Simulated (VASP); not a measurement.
Set up this calculation in VASP 6.6.1, as the native input.

* Task: single point
* Functional: PBE
* Potentials or basis: VASP PAW PBE potentials, release 64 (Hg, Te)
* Cutoff: 520 eV
* k mesh: 11 × 11 × 11
* Occupations: fermi-dirac, width 0.05 eV
* Spin: no spin polarisation
* Dipole correction: no
* Further INCAR settings: ALGO = Normal; EDIFF = 1e-06; NBANDS = 16

The structure of HgTe (zincblende type) lies in POSCAR:

```
HgTe
1.0
    0.0000000000      2.7249518544      2.7249518544
    2.7249518544      0.0000000000      2.7249518544
    2.7249518544      2.7249518544      0.0000000000
Hg Te
1 1
Direct
    0.0000000000      0.0000000000      0.0000000000
    0.2500000000      0.2500000000      0.2500000000
```

This cell differs from its parent crystal: volume scaled by 0.55.

One way to write it, as run:

INCAR

```
SYSTEM = HgTe
ALGO     = Normal         ! electronic algorithm
EDIFF    = 1E-6           ! SCF threshold, eV
ENCUT    = 520            ! plane-wave cutoff, eV
GGA      = PE             ! functional
ISIF     = 2              ! what is computed and relaxed
ISMEAR   = -1             ! smearing method
LASPH    = .True.         ! aspherical terms in the spheres
LCHARG   = .True.         ! write CHGCAR
LELF     = .True.         ! ELF
LREAL    = .False.        ! projectors in reciprocal space
LVHAR    = .True.       
LWAVE    = .False.        ! write WAVECAR
NBANDS   = 16             ! bands
NELM     = 60             ! most SCF steps
PREC     = Accurate       ! precision mode
SIGMA    = 0.05           ! smearing width, eV
```

KPOINTS

```
k-points
0
Gamma
  11 11 11
  0 0 0
```

Potentials or basis: VASP PAW PBE potentials, release 64 (Hg, Te).

Launch:

```sh
$ cat potpaw_PBE.64/Hg/POTCAR potpaw_PBE.64/Te/POTCAR > POTCAR
$ mpirun -np 1 vasp_std > vasp.out
```

Results of the run:

* Pressure: 95.3 GPa
* Band gap on the k mesh: 0.40 eV, indirect (least direct gap 0.55 eV)

Caveat: spin-orbit coupling is left out, which moves the levels of the heavy elements.

Wall time 37 s on 1 thread of Intel(R) Xeon(R) Platinum 8259CL CPU @ 2.50GHz (Skylake/Cascade Lake), with other jobs on the host, peak memory 0.19 GiB.
